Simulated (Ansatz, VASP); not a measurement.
## Rh: VASP beside Ansatz

```
Rh
1.0
     2.71060    0.00000    0.00000
    -1.35530    2.34745    0.00000
     0.00000    0.00000    8.84622
Rh
4
Direct
  0.00000 0.00000 0.00000
  0.00000 0.00000 0.50000
  0.33333 0.66667 0.25000
  0.66667 0.33333 0.75000
```

Alike in both runs: functional PBE; k mesh 13 × 13 × 4; occupations fermi-dirac, width 0.05 eV; collinear spin.

Ansatz relaxed the structure, and its values are those at the end. VASP's run is a single point on that final structure, the one shown.

|  | VASP | Ansatz |
| --- | --- | --- |
| version | VASP 6.6.1 | Ansatz 0.2.0 |
| potentials or method | VASP PAW PBE potentials, release 64 (Rh_pv), cutoff 520 eV | plane waves (420 eV) with PAW, scalar-relativistic |
| valence electrons in the cell | 60 | 68 |

|  | VASP | Ansatz | Ansatz less VASP |
| --- | --- | --- | --- |
| pressure (GPa) | 0.0 | 0.0 | -0.04 |
| net moment per atom (μB) | 0.00 | 0.00 | 0.000 |

VASP's potentials hold 60 valence electrons a cell and Ansatz's 68, so a difference there can come from the potentials and not from the codes. Ansatz's warnings: seeded moment not kept.
